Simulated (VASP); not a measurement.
# BaTiO3 (Amm2) in VASP: single point with PBEsol

Aim: the single point of BaTiO3 with PBEsol.

Everything below comes from runs of VASP 6.6.1. Logs are shortened: lines on timing, memory, paths and dates and some standing lists are left out, and cuts for length are marked.

### Step 1. The cell of the first run

The structure is orthorhombic, space group Amm2 (No. 38). The conventional cell has a = 3.950 Å, b = 5.657 Å, c = 5.677 Å, α = 90.00°, β = 90.00°, γ = 90.00°. Within 3.6 Å of Ba (site symmetry mm2) lie 12 O at 2.75 to 2.93 Å and 8 Ti at 3.40 to 3.52 Å. Ti (site symmetry mm2) has 6 O at 1.87 to 2.15 Å within 2.5 Å. O (site symmetry m) has 2 Ti at 1.87 to 2.15 Å within 2.5 Å. O (site symmetry mm2) has 2 Ti at 1.98 Å within 2.6 Å.

### Step 2. Single point, PBEsol

Contents of INCAR:

```
SYSTEM = BaTiO3
PREC = Accurate
ENCUT = 520
EDIFF = 1E-6
ISMEAR = 0
SIGMA = 0.02
LREAL = .False.
LASPH = .True.
NELM = 80
ALGO = Normal
ISIF = 2
LWAVE = .False.
LCHARG = .False.
GGA = PS
NBANDS = 28
```

Contents of KPOINTS:

```
regular mesh
0
Gamma
  6 6 6
  0 0 0
```

Contents of POSCAR:

```
BaTiO3
1.0
    3.9499158408      0.0000000000      0.0000000000
    0.0000000000      2.8284512529      2.8386567309
    0.0000000000     -2.8284512529      2.8386567309
Ba Ti O
1 1 3
Direct
    0.0000000000      0.0036319266      0.0036319266
    0.5000000000      0.5164790853      0.5164790853
    0.5000000000      0.9814796896      0.4903218797
    0.5000000000      0.4903218797      0.9814796896
    0.0000000000      0.4879874188      0.4879874188
```

Potentials or basis: VASP PAW PBE potentials, release 64 (Ba_sv, Ti_sv, O).

Started as:

```console
$ cat potpaw_PBE.64/Ba_sv/POTCAR potpaw_PBE.64/Ti_sv/POTCAR potpaw_PBE.64/O/POTCAR > POTCAR
$ mpirun -np 1 vasp_std > vasp.out
```

OUTCAR:

```text
SYSTEM = BaTiO3
   PREC = Accurate
   ENCUT = 520
   EDIFF = 1E-6
   ISMEAR = 0
   LREAL = .False.
   LASPH = .True.
   NELM = 80
   ISIF = 2
   GGA = PS

 ion  position               nearest neighbor table
   1  0.000  0.004  0.004-   5 2.75   4 2.78   3 2.78   3 2.78   4 2.78   5 2.83   5 2.83   4 2.85
                             3 2.85   3 2.85   4 2.85   5 2.93   2 3.40   2 3.40   2 3.45   2 3.45
   2  0.500  0.516  0.516-   3 1.87   4 1.87   5 1.98   5 1.98   3 2.15   4 2.15   1 3.40   1 3.40
                             1 3.45   1 3.45   1 3.45   1 3.45   1 3.52   1 3.52
   3  0.500  0.981  0.490-   2 1.87   2 2.15   1 2.78   1 2.78   1 2.85   1 2.85
   4  0.500  0.490  0.981-   2 1.87   2 2.15   1 2.78   1 2.78   1 2.85   1 2.85
   5  0.000  0.488  0.488-   2 1.98   2 1.98   1 2.75   1 2.83   1 2.83   1 2.93

  LATTYP: Found a base centered orthorhombic cell.
 ALAT       =     5.6569025058
 B/A-ratio  =     1.0036081506
 C/A-ratio  =     0.6982471126

  Lattice vectors:

 A1 = (   0.0000000000,   2.8284512529,  -2.8386567309)
 A2 = (   0.0000000000,   2.8284512529,   2.8386567309)
 A3 = (   3.9499158408,   0.0000000000,   0.0000000000)

Analysis of symmetry for initial positions (statically):
=====================================================================
 Subroutine PRICEL returns:
 Original cell was already a primitive cell.

 Routine SETGRP: Setting up the symmetry group for a
 base centered orthorhombic supercell.

 Subroutine GETGRP returns: Found  4 space group operations
 (whereof  4 operations were pure point group operations)
 out of a pool of  8 trial point group operations.

The static configuration has the point symmetry C_2v.

Analysis of symmetry for dynamics (positions and initial velocities):
=====================================================================
 Subroutine PRICEL returns:
 Original cell was already a primitive cell.

 Routine SETGRP: Setting up the symmetry group for a
 base centered orthorhombic supercell.

 Subroutine GETGRP returns: Found  4 space group operations
 (whereof  4 operations were pure point group operations)
 out of a pool of  8 trial point group operations.

The dynamic configuration has the point symmetry C_2v.

 Subroutine INISYM returns: Found  4 space group operations
 (whereof  4 operations are pure point group operations),
 and found     1 'primitive' translations

----------------------------------------------------------------------------------------

                                     Primitive cell

  volume of cell :      63.4278

  direct lattice vectors                    reciprocal lattice vectors
     3.949915841  0.000000000  0.000000000     0.253169951  0.000000000  0.000000000
     0.000000000  2.828451253  2.838656731     0.000000000  0.176775187  0.176139649
     0.000000000 -2.828451253  2.838656731     0.000000000 -0.176775187  0.176139649

  length of vectors
     3.949915841  4.007256983  4.007256983     0.253169951  0.249548879  0.249548879

  position of ions in fractional coordinates (direct lattice)
     0.000000000  0.003631927  0.003631927
     0.500000000  0.516479085  0.516479085
     0.500000000  0.981479690  0.490321880
     0.500000000  0.490321880  0.981479690
     0.000000000  0.487987419  0.487987419

  ion indices of the primitive-cell ions
   primitive index   ion index
                 1           1
                 2           2
                 3           3
                 4           4
                 5           5

----------------------------------------------------------------------------------------

 KPOINTS: regular mesh

Automatic generation of k-mesh.
 Grid dimensions read from file:
 generate k-points for:    6    6    6

 Generating k-lattice:

  Cartesian coordinates                     Fractional coordinates (reciprocal lattice)
     0.042194992  0.000000000  0.000000000     0.166666667  0.000000000  0.000000000
     0.000000000  0.029462531  0.029356608     0.000000000  0.166666667  0.000000000
     0.000000000 -0.029462531  0.029356608     0.000000000  0.000000000  0.166666667

  Length of vectors
     0.042194992  0.041591480  0.041591480

  Shift w.r.t. Gamma in fractional coordinates (k-lattice)
     0.000000000  0.000000000  0.000000000

 Subroutine IBZKPT returns following result:
 ===========================================

 Found     52 irreducible k-points:

 Following reciprocal coordinates:
            Coordinates               Weight
  0.000000  0.000000  0.000000      1.000000
  0.166667  0.000000  0.000000      2.000000
  0.333333  0.000000  0.000000      2.000000
  0.500000  0.000000  0.000000      1.000000
  0.000000  0.166667  0.000000      4.000000
  0.166667  0.166667  0.000000      8.000000
[... 16 lines left out ...]
  0.333333  0.333333  0.166667      8.000000
  0.500000  0.333333  0.166667      4.000000
 [... further k-points ...]
   k-points           NKPTS =     52   k-points in BZ     NKDIM =     52   number of bands    NBANDS=     28
   number of dos      NEDOS =    301   number of ions     NIONS =      5
   total plane-waves  NPLWV =  27000
   dimension x,y,z NGX =    30 NGY =   30 NGZ =   30
   dimension x,y,z NGXF=    60 NGYF=   60 NGZF=   60
   ions per type =               1   1   3
   NGX,Y,Z   is equivalent  to a cutoff of  12.63, 12.45, 12.45 a.u.
   NGXF,Y,Z  is equivalent  to a cutoff of  25.25, 24.89, 24.89 a.u.
 SYSTEM =  BaTiO3
   PREC   = accura    normal or accurate (medium, high low for compatibility)
   ISTART =      0    job   : 0-new  1-cont  2-samecut
   ICHARG =      2    charge: 1-file 2-atom 10-const
   ISPIN  =      1    spin polarized calculation?
   LNONCOLLINEAR =      F non collinear calculations
   LSORBIT =      F    spin-orbit coupling
   LASPH  =      T    aspherical Exc in radial PAW
   ENCUT  =  520.0 eV  38.22 Ry    6.18 a.u.   7.34  7.45  7.45*2*pi/ulx,y,z
   NELM   =     80;   NELMIN=  2; NELMDL= -5     # of ELM steps
   EDIFF  = 0.1E-05   stopping-criterion for ELM
   LREAL  =      F    real-space projection
   EDIFFG = 0.1E-04   stopping-criterion for IOM
   NSW    =      0    number of steps for IOM
   IBRION =     -1    ionic relax: 0-MD 1-quasi-New 2-CG
   NFREE  =      0    steps in history (QN), initial steepest desc. (CG)
   ISIF   =      2    stress and relaxation
   ISYM   =      2    0-nonsym 1-usesym 2-fastsym
   POTIM  = 0.5000    time-step for ionic-motion
   TEBEG  =    0.0;   TEEND  =   0.0 temperature during run
   PSTRESS=    0.0 pullay stress
   NELECT =      40.0000    total number of electrons
   NUPDOWN=      -1.0000    fix difference up-down
   EMIN   =  10.00;   EMAX   =-10.00  energy-range for DOS
   EFERMI =   0.00;   METHOD = LEGACY
   ISMEAR =     0;   SIGMA  =   0.02  broadening in eV -4-tet -1-fermi 0-gaus
   EFERMI_NEDOS =   21; number of points for ismear=-14 and -15
   IALGO  =     38    algorithm
   IMIX   =      4    mixing-type and parameters
     AMIX     =   0.40;   BMIX     =  1.00
     AMIX_MAG =   1.60;   BMIX_MAG =  1.00
  volume/ion in A,a.u.               =      12.69        85.61
  Fermi-wavevector in a.u.,A,eV,Ry     =   1.403896  2.652979 26.816059  1.970925
  Thomas-Fermi vector in A             =   2.526512
   LORBIT       =      0    0 simple, 1 ext, 2 COOP (PROOUT), +10 PAW based schemes
   GGA     = PS    functional components
   LHFCALC =     F    Hartree Fock is set to
   AEXX    =    0.0000 exact exchange contribution
   IVDW    =     0    specifies the selected vdW correction
   LEPSILON=     F    determine dielectric tensor
   LRPA    =     F    only Hartree local field effects (RPA)
 non-spin polarized calculation
 Gauss-broadening in eV      SIGMA  =   0.02
  energy-cutoff  :      520.00
  volume of cell :       63.43
 maximum number of plane-waves:      1743
 NGX is ok and might be reduce to    30
   NGX = 15   NGY = 15   NGZ = 15

 number of electron      39.9999995 magnetization

 Free energy of the ion-electron system (eV)
  ---------------------------------------------------
  ext. energy  EPLUGINS =         0.00000000
  ---------------------------------------------------
  free energy    TOTEN  =       -42.00169294 eV

  energy without entropy =      -42.00169294  energy(sigma->0) =      -42.00169294

 E-fermi :   3.9727     XC(G=0): -11.5617

 val. band max:        3.7706386319   @ k =   0.5000   0.5000   0.5000
 cond. band min:       5.8573747839   @ k =   0.0000   0.0000   0.0000
 fundamental gap:      2.0867361519
 Fermi energy:         3.9727385449

 k-point     1 :       0.0000    0.0000    0.0000
  band No.  band energies     occupation
      1     -52.3309      2.00000
      2     -28.7135      2.00000
      3     -28.7080      2.00000
      4     -28.6654      2.00000
      5     -20.9919      2.00000
      6     -13.0607      2.00000
[... 20 lines left out ...]
     27       8.7747      0.00000
     28      11.0255      0.00000

 k-point     2 :       0.1667    0.0000    0.0000
  band No.  band energies     occupation
      1     -52.3305      2.00000
      2     -28.7129      2.00000
      3     -28.7073      2.00000
      4     -28.6816      2.00000
      5     -20.9579      2.00000
      6     -13.0880      2.00000
[... 20 lines left out ...]
     27       9.3047      0.00000
     28      11.7011      0.00000

 k-point     3 :       0.3333    0.0000    0.0000
  band No.  band energies     occupation
      1     -52.3298      2.00000
      2     -28.7138      2.00000
      3     -28.7116      2.00000
      4     -28.7058      2.00000
      5     -20.8881      2.00000
      6     -13.2333      2.00000
[... 20 lines left out ...]
     27      10.5165      0.00000
     28      12.0380      0.00000

 k-point     4 :       0.5000    0.0000    0.0000
  band No.  band energies     occupation
      1     -52.3295      2.00000
      2     -28.7295      2.00000
      3     -28.7110      2.00000
      4     -28.7053      2.00000
      5     -20.8524      2.00000
      6     -13.3286      2.00000
[... 578 lines left out ...]
     27      11.2269      0.00000
     28      12.2502      0.00000

 k-point    23 :       0.3333    0.3333    0.1667
  band No.  band energies     occupation
      1     -52.3288      2.00000
      2     -28.7485      2.00000
      3     -28.7203      2.00000
      4     -28.7103      2.00000
      5     -20.8026      2.00000
      6     -12.8350      2.00000
[... 20 lines left out ...]
     27      11.9906      0.00000
     28      12.1457      0.00000

 k-point    24 :       0.5000    0.3333    0.1667
  band No.  band energies     occupation
      1     -52.3285      2.00000
      2     -28.7476      2.00000
      3     -28.7259      2.00000
      4     -28.7195      2.00000
      5     -20.7775      2.00000
      6     -12.7831      2.00000
[... 20 lines left out ...]
     27      11.9583      0.00000
     28      12.3771      0.00000

 [... further k-points ...]
[... 5 lines left out ...]
  --------------------------------------------------------------------------------------
  -------------------------------------------------------------------------------------
  Total        0.7541969      0.7781091      0.7693248      0.0000000      0.0000000      0.0000000
  in kB       19.0509172     19.6549362     19.4330459      0.0000000      0.0000000      0.0000000
  external PRESSURE =      19.3796331 kB  Pullay stress =       0.0000000 kB

 VOLUME and BASIS-vectors are now :
 -----------------------------------------------------------------------------
  energy-cutoff  :      520.00
  volume of cell :       63.43
      direct lattice vectors                 reciprocal lattice vectors
     3.949915841  0.000000000  0.000000000     0.253169951  0.000000000  0.000000000
     0.000000000  2.828451253  2.838656731     0.000000000  0.176775187  0.176139649
     0.000000000 -2.828451253  2.838656731     0.000000000 -0.176775187  0.176139649

 POSITION                                       TOTAL-FORCE (eV/Angst)
 -----------------------------------------------------------------------------------
      0.00000      0.00000      0.02062         0.000000     -0.000000     -0.035789
      1.97496      0.00000      2.93221         0.000000     -0.000000     -0.055800
      1.97496      1.38922      4.17794         0.000000      0.016424      0.035051
      1.97496     -1.38922      4.17794         0.000000     -0.016424      0.035051
      0.00000      0.00000      2.77046         0.000000     -0.000000      0.021488
 -----------------------------------------------------------------------------------
    total drift:                                0.000000      0.000001      0.000409

  FREE ENERGIE OF THE ION-ELECTRON SYSTEM (eV)
  ---------------------------------------------------
  free  energy   TOTEN  =       -42.0016929412 eV

  energy  without entropy=      -42.0016929412  energy(sigma->0) =      -42.00169294
```

It took 49 s on 1 thread of AMD EPYC 9R45 (Zen 5), shared host; peak memory 0.2 GiB.

What came out:

| Item | Value |
| --- | --- |
| Free energy | -42.0017 eV |
| Pressure | 1.9 GPa |
| Largest force | 0.056 eV/Å |
| Band gap on the k mesh | 2.09 eV, indirect (least direct gap 2.44 eV) |

Forces in eV/Å, atoms in the order of the input:
```
Ba   0.000  0.000 -0.036
Ti   0.000  0.000 -0.056
O    0.000  0.016  0.035
O    0.000 -0.016  0.035
O    0.000  0.000  0.021
```

Levels at points of the mesh, in eV from the valence-band top:
| k point | band 18 | band 19 | band 20 | band 21 | band 22 | band 23 |
| --- | --- | --- | --- | --- | --- | --- |
| (0.00, 0.00, 0.00) | -0.45 | -0.44 | -0.35 | 2.09 | 2.28 | 2.35 |
| (0.50, 0.00, 0.00) | -1.65 | -1.12 | -0.98 | 2.48 | 3.71 | 3.85 |
| (0.00, 0.50, 0.00) | -1.77 | -0.92 | -0.78 | 2.32 | 3.75 | 3.77 |
| (0.50, 0.50, 0.00) | -0.93 | -0.91 | -0.09 | 3.80 | 3.81 | 4.16 |
| (0.00, 0.50, 0.50) | -0.92 | -0.86 | -0.23 | 3.76 | 3.80 | 4.10 |
| (0.50, 0.50, 0.50) | -0.14 | -0.02 | 0.00 | 4.34 | 4.38 | 4.47 |

Caveat: the PAW data sets were made with another functional, which shifts forces and pressure a little; spin-orbit coupling is left out, which moves the levels of the heavy elements. A k mesh can miss the band edges.
